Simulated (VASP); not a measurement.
# MnO2 (P4_2/mnm) in VASP: a series of runs, part 2 of 2

VASP 6.6.1. The steps go on from the part before.

### 3 Single point, PBEsol+U, collinear spin, ferromagnetic start

This run uses another cell than the first one, of 9.22 Å³/atom, 1.004 times its volume.

INCAR reads:

```
SYSTEM = MnO2
PREC = Accurate
ENCUT = 520
EDIFF = 1E-6
ISMEAR = -1
SIGMA = 0.05
LREAL = .FALSE.
LASPH = .TRUE.
NELM = 150
ALGO = Normal
ISIF = 2
LWAVE = .FALSE.
LCHARG = .TRUE.
ISPIN = 2
MAGMOM = 4 4 0 0 0 0
LORBIT = 11
LMAXMIX = 4
LDAU = .TRUE.
LDAUTYPE = 2
LDAUL = 2 -1
LDAUU = 2 0
LDAUJ = 0 0
LDAUPRINT = 1
GGA = PS
LELF = .TRUE.
LVHAR = .TRUE.
NBANDS = 38
```

KPOINTS reads:

```
Automatic mesh
0
G
  6 6 9
  0 0 0
```

POSCAR reads:

```
MnO2
1.0
    4.3898058964      0.0000000000      0.0000000000
    0.0000000000      4.3898058964      0.0000000000
    0.0000000000      0.0000000000      2.8710405400
Mn O
2 4
Direct
    0.5000000000      0.5000000000      0.5000000000
    0.0000000000      0.0000000000      0.0000000000
    0.8052895429      0.1947104571      0.5000000000
    0.6947104571      0.6947104571      0.0000000000
    0.1947104571      0.8052895429      0.5000000000
    0.3052895429      0.3052895429      0.0000000000
```

Potentials or basis: VASP PAW PBE potentials, release 64 (Mn_pv, O).

Started as:

```
$ cat potpaw_PBE.64/Mn_pv/POTCAR potpaw_PBE.64/O/POTCAR > POTCAR
$ mpirun -np 1 vasp_std > vasp.out
```

OUTCAR:

```text
SYSTEM = MnO2
   PREC = Accurate
   ENCUT = 520
   EDIFF = 1E-6
   ISMEAR = -1
   LREAL = .FALSE.
   LASPH = .TRUE.
   NELM = 150
   ISIF = 2
   ISPIN = 2
   LORBIT = 11
   GGA = PS

 ion  position               nearest neighbor table
   1  0.500  0.500  0.500-   4 1.88   6 1.88   4 1.88   6 1.88   5 1.90   3 1.90
   2  0.000  0.000  0.000-   3 1.88   5 1.88   3 1.88   5 1.88   4 1.90   6 1.90
   3  0.805  0.195  0.500-   2 1.88   2 1.88   1 1.90
   4  0.695  0.695  0.000-   1 1.88   1 1.88   2 1.90
   5  0.195  0.805  0.500-   2 1.88   2 1.88   1 1.90
   6  0.305  0.305  0.000-   1 1.88   1 1.88   2 1.90

  LATTYP: Found a simple tetragonal cell.
 ALAT       =     4.3898058964
 C/A-ratio  =     0.6540244849

  Lattice vectors:

 A1 = (   4.3898058964,   0.0000000000,   0.0000000000)
 A2 = (   0.0000000000,   4.3898058964,   0.0000000000)
 A3 = (   0.0000000000,   0.0000000000,   2.8710405400)

Analysis of symmetry for initial positions (statically):
=====================================================================
 Subroutine PRICEL returns:
 Original cell was already a primitive cell.

 Routine SETGRP: Setting up the symmetry group for a
 simple tetragonal supercell.

 Subroutine GETGRP returns: Found 16 space group operations
 (whereof  8 operations were pure point group operations)
 out of a pool of 16 trial point group operations.

The static configuration has the point symmetry D_2h.
 The point group associated with its full space group is D_4h.

Analysis of symmetry for dynamics (positions and initial velocities):
=====================================================================
 Subroutine PRICEL returns:
 Original cell was already a primitive cell.

 Routine SETGRP: Setting up the symmetry group for a
 simple tetragonal supercell.

 Subroutine GETGRP returns: Found 16 space group operations
 (whereof  8 operations were pure point group operations)
 out of a pool of 16 trial point group operations.

The dynamic configuration has the point symmetry D_2h.
 The point group associated with its full space group is D_4h.

Analysis of structural, dynamic, and magnetic symmetry:
=====================================================================
 Subroutine PRICEL returns:
 Original cell was already a primitive cell.

 Routine SETGRP: Setting up the symmetry group for a
 simple tetragonal supercell.

 Subroutine GETGRP returns: Found 16 space group operations
 (whereof  8 operations were pure point group operations)
 out of a pool of 16 trial point group operations.

The overall configuration has the point symmetry D_2h.
 The point group associated with its full space group is D_4h.

 Subroutine INISYM returns: Found 16 space group operations
 (whereof  8 operations are pure point group operations),
 and found     1 'primitive' translations

[... 186 lines left out ...]
  0.0000  0.2336  0.0000  0.7224  0.0000
  0.0000  0.0000  0.0000  0.0000  0.9671

spin component  2

  0.2548  0.0000 -0.1085  0.0000  0.0000
  0.0000  0.2480  0.0000 -0.1098  0.0000
 -0.1085  0.0000  0.1560  0.0000  0.0000
  0.0000 -0.1098  0.0000  0.2480  0.0000
  0.0000  0.0000  0.0000  0.0000  0.1470

 occupancies and eigenvectors

  o =  0.0862  v =  0.0000  0.0000  0.0000  0.0000  0.0000 -0.5411 -0.0000 -0.8410  0.0000  0.0000      0.0000  0.0000  0.0000  0.0000  0.0000  0.0000  0.0000  0.0000  0.0000  0.0000
  o =  0.1382  v =  0.0000  0.0000  0.0000  0.0000  0.0000  0.0000 -0.7071  0.0000 -0.7071 -0.0000      0.0000  0.0000  0.0000  0.0000  0.0000  0.0000  0.0000  0.0000  0.0000  0.0000
  o =  0.1470  v =  0.0000  0.0000  0.0000  0.0000  0.0000 -0.0000  0.0000 -0.0000  0.0000 -1.0000      0.0000  0.0000  0.0000  0.0000  0.0000  0.0000  0.0000  0.0000  0.0000  0.0000
  o =  0.3246  v =  0.0000  0.0000  0.0000  0.0000  0.0000 -0.8410 -0.0000  0.5411  0.0000  0.0000      0.0000  0.0000  0.0000  0.0000  0.0000  0.0000  0.0000  0.0000  0.0000  0.0000
  o =  0.3578  v =  0.0000  0.0000  0.0000  0.0000  0.0000  0.0000 -0.7071  0.0000  0.7071 -0.0000      0.0000  0.0000  0.0000  0.0000  0.0000  0.0000  0.0000  0.0000  0.0000  0.0000
  o =  0.4888  v =  0.0000  0.7071  0.0000 -0.7071  0.0000  0.0000  0.0000  0.0000  0.0000  0.0000      0.0000  0.0000  0.0000  0.0000  0.0000  0.0000  0.0000  0.0000  0.0000  0.0000
  o =  0.5028  v = -0.8611  0.0000  0.5085  0.0000  0.0000  0.0000  0.0000  0.0000  0.0000  0.0000      0.0000  0.0000  0.0000  0.0000  0.0000  0.0000  0.0000  0.0000  0.0000  0.0000
  o =  0.9435  v = -0.5085  0.0000 -0.8611  0.0000 -0.0000  0.0000  0.0000  0.0000  0.0000  0.0000      0.0000  0.0000  0.0000  0.0000  0.0000  0.0000  0.0000  0.0000  0.0000  0.0000
  o =  0.9559  v =  0.0000 -0.7071  0.0000 -0.7071 -0.0000  0.0000  0.0000  0.0000  0.0000  0.0000      0.0000  0.0000  0.0000  0.0000  0.0000  0.0000  0.0000  0.0000  0.0000  0.0000
  o =  0.9671  v =  0.0000 -0.0000 -0.0000  0.0000  1.0000  0.0000  0.0000  0.0000  0.0000  0.0000      0.0000  0.0000  0.0000  0.0000  0.0000  0.0000  0.0000  0.0000  0.0000  0.0000

 number of electron      49.9999963 magnetization       6.0023658

 Free energy of the ion-electron system (eV)
  ---------------------------------------------------
  ext. energy  EPLUGINS =         0.00000000
  ---------------------------------------------------
  free energy    TOTEN  =       -47.44486312 eV

  energy without entropy =      -47.44321545  energy(sigma->0) =      -47.44403929

 E-fermi :   5.1541     XC(G=0): -12.3358

 val. band max:        5.0818752830   @ k =   0.0000   0.0000   0.0000
 cond. band min:       5.2089224016   @ k =   0.0000   0.0000   0.1111
 fundamental gap:      0.1270471186
 Fermi energy:         5.1540728891

 spin component 1

 k-point     1 :       0.0000    0.0000    0.0000
  band No.  band energies     occupation
      1     -45.4944      1.00000
      2     -45.4865      1.00000
      3     -45.4415      1.00000
      4     -45.4415      1.00000
      5     -45.3645      1.00000
      6     -45.3645      1.00000
[... 1913 lines left out ...]
     36      19.6598      0.00000
     37      21.2380      0.00000

 [... further k-points ...]

 [bands above 37 left out]

------------------------ aborting loop because EDIFF is reached ----------------------------------------

  FORCE on cell =-STRESS in cart. coord.  units (eV):
  Direction    XX          YY          ZZ          XY          YZ          ZX
  --------------------------------------------------------------------------------------
  -------------------------------------------------------------------------------------
  Total        0.3617442      0.3617442      0.4220104     -0.0000000      0.0000000      0.0000000
  in kB       10.4756792     10.4756792     12.2209164     -0.0000000      0.0000000      0.0000000
  external PRESSURE =      11.0574249 kB  Pullay stress =       0.0000000 kB

 VOLUME and BASIS-vectors are now :
 -----------------------------------------------------------------------------
  energy-cutoff  :      520.00
  volume of cell :       55.33
      direct lattice vectors                 reciprocal lattice vectors
     4.389805896  0.000000000  0.000000000     0.227800505  0.000000000  0.000000000
     0.000000000  4.389805896  0.000000000     0.000000000  0.227800505  0.000000000
     0.000000000  0.000000000  2.871040540     0.000000000  0.000000000  0.348305775

 POSITION                                       TOTAL-FORCE (eV/Angst)
 -----------------------------------------------------------------------------------
      2.19490      2.19490      1.43552         0.000000      0.000000      0.000000
      0.00000      0.00000      0.00000         0.000000      0.000000      0.000000
      3.53506      0.85474      1.43552        -0.023562      0.023562      0.000000
      3.04964      3.04964      0.00000         0.023562      0.023562      0.000000
      0.85474      3.53506      1.43552         0.023562     -0.023562     -0.000000
      1.34016      1.34016      0.00000        -0.023562     -0.023562     -0.000000
 -----------------------------------------------------------------------------------
    total drift:                                0.000000      0.000000      0.000000

  FREE ENERGIE OF THE ION-ELECTRON SYSTEM (eV)
  ---------------------------------------------------
  free  energy   TOTEN  =       -47.4448631236 eV

  energy  without entropy=      -47.4432154478  energy(sigma->0) =      -47.44403929

 total charge

# of ion       s       p       d       tot
------------------------------------------
    1        0.364   6.487   4.877  11.729
    2        0.364   6.487   4.877  11.729
    3        1.563   3.459   0.000   5.022
    4        1.563   3.459   0.000   5.022
    5        1.563   3.459   0.000   5.022
    6        1.563   3.459   0.000   5.022
--------------------------------------------------
tot          6.978  26.812   9.754  43.545

 magnetization (x)

# of ion       s       p       d       tot
------------------------------------------
    1        0.017   0.030   2.803   2.850
    2        0.017   0.030   2.803   2.850
    3       -0.001   0.032   0.000   0.031
    4       -0.001   0.032   0.000   0.031
    5       -0.001   0.032   0.000   0.031
    6       -0.001   0.032   0.000   0.031
--------------------------------------------------
tot          0.030   0.187   5.605   5.823
```

It took 1.9 min on 1 thread of Intel Xeon Platinum 8559C (Emerald Rapids), shared host; peak memory 0.29 GiB.

What came out:

* Free energy: -47.4449 eV
* Pressure: 1.1 GPa
* Largest force: 0.033 eV/Å
* Band gap on the k mesh: zero (filled and empty bands overlap)
* Net moment: 6.00 μB per cell
* Site moments: Mn +2.85; O +0.03 μB
* Valence electrons inside the program's atomic spheres: Mn 11.73; O 5.02

Forces in eV/Å, atoms in the order of the input:
```
Mn   0.000  0.000  0.000
Mn   0.000  0.000  0.000
O   -0.024  0.024  0.000
O    0.024  0.024  0.000
O    0.024 -0.024  0.000
O   -0.024 -0.024  0.000
```

Eigenvalues of the final occupation matrices:
| site | spin | trace | eigenvalues |
| --- | --- | --- | --- |
| site 1 d | 1 | 3.86 | 0.49 0.50 0.94 0.96 0.97 |
| site 1 d | 2 | 1.05 | 0.09 0.14 0.15 0.32 0.36 |
| site 2 d | 1 | 3.86 | 0.49 0.50 0.94 0.96 0.97 |
| site 2 d | 2 | 1.05 | 0.09 0.14 0.15 0.32 0.36 |

Caveat: the PAW data sets were made with another functional, which shifts forces and pressure a little; only a ferromagnetic start was run, and an antiferromagnetic order may lie lower in energy. The state reached can hang on the start; a lower one may exist.
